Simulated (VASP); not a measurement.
# GaGe3 in VASP: a series of runs, part 2 of 2

VASP 6.6.1. Earlier steps stand in the parts before.

## (3) Single point, PBE (atoms moved at random)

The input, INCAR:

```
PREC = Accurate ; ENCUT = 520
EDIFF = 1E-6 ; ISMEAR = -1
SIGMA = 0.05 ; LREAL = False
LASPH = True ; NELM = 60
ALGO = Normal ; ISIF = 2
LWAVE = False ; LCHARG = True
GGA = PE ; LELF = True
LVHAR = True ; NBANDS = 36
```

The input, KPOINTS:

```
Automatic mesh
0
Gamma
  7 7 7
```

The input, POSCAR:

```
GaGe3
1.0
    0.0000000000      3.3871670000      3.3871670000
    3.3871670000      0.0000000000      3.3871670000
    3.3871670000      3.3871670000      0.0000000000
Ge Ga
3 1
Direct
    0.5073380000      0.5011620000      0.4946460000
    0.7594530000      0.7517590000      0.7461760000
    0.2490690000      0.2550790000      0.2519830000
    0.0098280000     -0.0176820000      0.0106650000
```

Potentials or basis: VASP PAW PBE potentials, release 64 (Ge_d, Ga_d).

The run is started by

```console
$ cat potpaw_PBE.64/Ge_d/POTCAR potpaw_PBE.64/Ga_d/POTCAR > POTCAR
$ mpirun -np 1 vasp_std > vasp.out
```

OUTCAR:

```text
PREC = Accurate
   ENCUT = 520
   EDIFF = 1E-6
   ISMEAR = -1
   LREAL = False
   LASPH = True
   NELM = 60
   ISIF = 2
   GGA = PE

 ion  position               nearest neighbor table
   1  0.507  0.501  0.495-   3 2.90
   2  0.759  0.752  0.746-   4 2.88   4 2.92
   3  0.249  0.255  0.252-   4 2.84   1 2.90
   4  0.010  0.982  0.011-   3 2.84   2 2.88   2 2.92

  LATTYP: Found a face centered cubic cell.
 ALAT       =     6.7743340000

  Lattice vectors:

 A1 = (   0.0000000000,   3.3871670000,   3.3871670000)
 A2 = (   3.3871670000,   0.0000000000,   3.3871670000)
 A3 = (   3.3871670000,   3.3871670000,   0.0000000000)

Analysis of symmetry for initial positions (statically):
=====================================================================
 Subroutine PRICEL returns:
 Original cell was already a primitive cell.

 Routine SETGRP: Setting up the symmetry group for a
 face centered cubic supercell.

 Subroutine GETGRP returns: Found  1 space group operations
 (whereof  1 operations were pure point group operations)
 out of a pool of 48 trial point group operations.
[... 160 lines left out ...]
  ext. energy  EPLUGINS =         0.00000000
  ---------------------------------------------------
  free energy    TOTEN  =       -15.51693338 eV

  energy without entropy =      -15.50709025  energy(sigma->0) =      -15.51201181

 E-fermi :   6.1173     XC(G=0): -11.0844

 val. band max:        6.0616666183   @ k =   0.4286  -0.1429  -0.1429
 cond. band min:       6.1758768618   @ k =   0.2857   0.0000   0.4286
 fundamental gap:      0.1142102435
 Fermi energy:         6.1172556757

 k-point     1 :       0.0000    0.0000    0.0000
  band No.  band energies     occupation
      1     -18.5672      2.00000
      2     -18.5671      2.00000
      3     -18.5620      2.00000
      4     -18.5603      2.00000
      5     -18.5599      2.00000
      6     -18.5426      2.00000
[... 925 lines left out ...]
     35      12.3181      0.00000
     36      13.4031      0.00000

 [... further k-points ...]
[... 5 lines left out ...]
  --------------------------------------------------------------------------------------
  -------------------------------------------------------------------------------------
  Total       -0.1693280     -0.1522229     -0.1537869     -0.0035617     -0.0384450      0.0150118
  in kB       -3.4905959     -3.1379848     -3.1702244     -0.0734226     -0.7925217      0.3094601
  external PRESSURE =      -3.2662684 kB  Pullay stress =       0.0000000 kB

 VOLUME and BASIS-vectors are now :
 -----------------------------------------------------------------------------
  energy-cutoff  :      520.00
  volume of cell :       77.72
      direct lattice vectors                 reciprocal lattice vectors
     0.000000000  3.387167000  3.387167000    -0.147615987  0.147615987  0.147615987
     3.387167000  0.000000000  3.387167000     0.147615987 -0.147615987  0.147615987
     3.387167000  3.387167000  0.000000000     0.147615987  0.147615987 -0.147615987

 POSITION                                       TOTAL-FORCE (eV/Angst)
 -----------------------------------------------------------------------------------
      3.37297      3.39389      3.41596         0.021929      0.031796     -0.029961
      5.07376      5.09982      5.11873         0.009228      0.020877     -0.060849
      1.71750      1.69715      1.70763        -0.083022      0.068782     -0.024569
      3.36340      0.06941      3.36056         0.051865     -0.121455      0.115378
 -----------------------------------------------------------------------------------
    total drift:                               -0.001056      0.000835     -0.000831

  FREE ENERGIE OF THE ION-ELECTRON SYSTEM (eV)
  ---------------------------------------------------
  free  energy   TOTEN  =       -15.5169333789 eV

  energy  without entropy=      -15.5070902507  energy(sigma->0) =      -15.51201181
```

stdout:

```text
POSCAR found type information on POSCAR GeGa
 POSCAR found :  2 types and       4 ions
 scaLAPACK will be used
 LDA part: xc-table for (Slater+PW92), standard interpolation
 POSCAR, INCAR and KPOINTS ok, starting setup
 FFT: planning ... GRIDC
 FFT: planning ... GRID_SOFT
 FFT: planning ... GRID
 WAVECAR not read
 entering main loop
```

Run time: 5.5 min. Hardware: 1 thread of AMD EPYC 9R45 (Zen 5), shared host; peak memory 0.46 GiB.

What came out:

```yaml
Free_energy: -15.5169 eV
Pressure: -0.3 GPa
Largest_force: 0.175 eV/Å
```

Forces on the atoms (eV/Å):
```
Ge   0.022  0.032 -0.030
Ge   0.009  0.021 -0.061
Ge  -0.083  0.069 -0.025
Ga   0.052 -0.121  0.115
```

Stress tensor (GPa, compression positive):
```
-0.35 -0.01  0.03
-0.01 -0.31 -0.08
 0.03 -0.08 -0.32
```

Caveat: the cell differs from its parent crystal (atoms moved at random).

## (4) Single point, LDA (volume scaled by 0.94)

The input, INCAR:

```
PREC = Accurate
ENCUT = 520
EDIFF = 1E-6
ISMEAR = -1
SIGMA = 0.05
LREAL = F
LASPH = T
NELM = 80
ALGO = Normal
ISIF = 2
LWAVE = F
LCHARG = F
GGA = CA
NBANDS = 36
```

KPOINTS is that of step 3.

The input, POSCAR:

```
GaGe3
1.0
    0.0000000000      3.3180217411      3.3180217411
    3.3180217411      0.0000000000      3.3180217411
    3.3180217411      3.3180217411      0.0000000000
Ge Ga
3 1
Direct
    0.5000000000      0.5000000000      0.5000000000
    0.7500000000      0.7500000000      0.7500000000
    0.2500000000      0.2500000000      0.2500000000
    0.0000000000      0.0000000000      0.0000000000
```

Potentials or basis: VASP PAW LDA potentials, release 64 (Ge_d, Ga_d).

The run is started by

```console
$ cat potpaw_LDA.64/Ge_d/POTCAR potpaw_LDA.64/Ga_d/POTCAR > POTCAR
$ mpirun -np 1 vasp_std > vasp.out
```

OUTCAR:

```text
PREC = Accurate
   ENCUT = 520
   EDIFF = 1E-6
   ISMEAR = -1
   LREAL = F
   LASPH = T
   NELM = 80
   ISIF = 2
   GGA = CA

 ion  position               nearest neighbor table
   1  0.500  0.500  0.500-   3 2.87   3 2.87   3 2.87   2 2.87   3 2.87   2 2.87   2 2.87   2 2.87

   2  0.750  0.750  0.750-   1 2.87   1 2.87   1 2.87   1 2.87   4 2.87   4 2.87   4 2.87   4 2.87

   3  0.250  0.250  0.250-   4 2.87   4 2.87   4 2.87   1 2.87   4 2.87   1 2.87   1 2.87   1 2.87

[... 974 lines left out ...]
  --------------------------------------------------------------------------------------
  -------------------------------------------------------------------------------------
  Total       -0.7432741     -0.7432741     -0.7432741     -0.0000000     -0.0000000      0.0000000
  in kB      -16.3001611    -16.3001611    -16.3001611     -0.0000000     -0.0000000      0.0000000
  external PRESSURE =     -16.3001611 kB  Pullay stress =       0.0000000 kB

 VOLUME and BASIS-vectors are now :
 -----------------------------------------------------------------------------
  energy-cutoff  :      520.00
  volume of cell :       73.06
      direct lattice vectors                 reciprocal lattice vectors
     0.000000000  3.318021741  3.318021741    -0.150692201  0.150692201  0.150692201
     3.318021741  0.000000000  3.318021741     0.150692201 -0.150692201  0.150692201
     3.318021741  3.318021741  0.000000000     0.150692201  0.150692201 -0.150692201

 POSITION                                       TOTAL-FORCE (eV/Angst)
 -----------------------------------------------------------------------------------
      3.31802      3.31802      3.31802        -0.000000     -0.000000     -0.000000
      4.97703      4.97703      4.97703         0.000000     -0.000000      0.000000
      1.65901      1.65901      1.65901        -0.000000      0.000000     -0.000000
      0.00000      0.00000      0.00000        -0.000000     -0.000000     -0.000000
 -----------------------------------------------------------------------------------
    total drift:                                0.000000      0.000000      0.000000

  FREE ENERGIE OF THE ION-ELECTRON SYSTEM (eV)
  ---------------------------------------------------
  free  energy   TOTEN  =       -18.2872279837 eV

  energy  without entropy=      -18.2787100911  energy(sigma->0) =      -18.28296904
```

stdout:

```text
POSCAR found type information on POSCAR GeGa
 POSCAR found :  2 types and       4 ions
 scaLAPACK will be used
 LDA part: xc-table for (Slater(with rela. corr.)+CA(PZ))
 , standard interpolation
 POSCAR, INCAR and KPOINTS ok, starting setup
 FFT: planning ... GRIDC
 FFT: planning ... GRID_SOFT
 FFT: planning ... GRID
 WAVECAR not read
 entering main loop
```

It took 27 s on 1 thread of Intel Xeon Platinum 8488C (Sapphire Rapids), shared host; peak memory 0.19 GiB.

Results:

```yaml
Free_energy: -18.2872 eV
Pressure: -1.6 GPa
```

## (5) Overview

| level | potentials or basis | cell | gap on the mesh (eV) | pressure (GPa) |
| --- | --- | --- | --- | --- |
| PBE | VASP PAW PBE potentials, release 64 (Ge_d, Ga_d) | a = 4.853 Å, angles 60.0°, 4 atoms | none | -2.5 |
| PBE | VASP PAW PBE potentials, release 64 (Ge_d, Ga_d) | a = 4.790 Å, angles 60.0°, 4 atoms | none | -0.3 |
| LDA | VASP PAW LDA potentials, release 64 (Ge_d, Ga_d) | a = 4.692 Å, angles 60.0°, 4 atoms | none | -1.6 |

Alike in all rows: task single point; no spin polarisation; k mesh 7 × 7 × 7; cutoff (eV) 520; smearing fermi-dirac 0.05 eV.

Absolute energies hang on the potentials; compare differences alone.
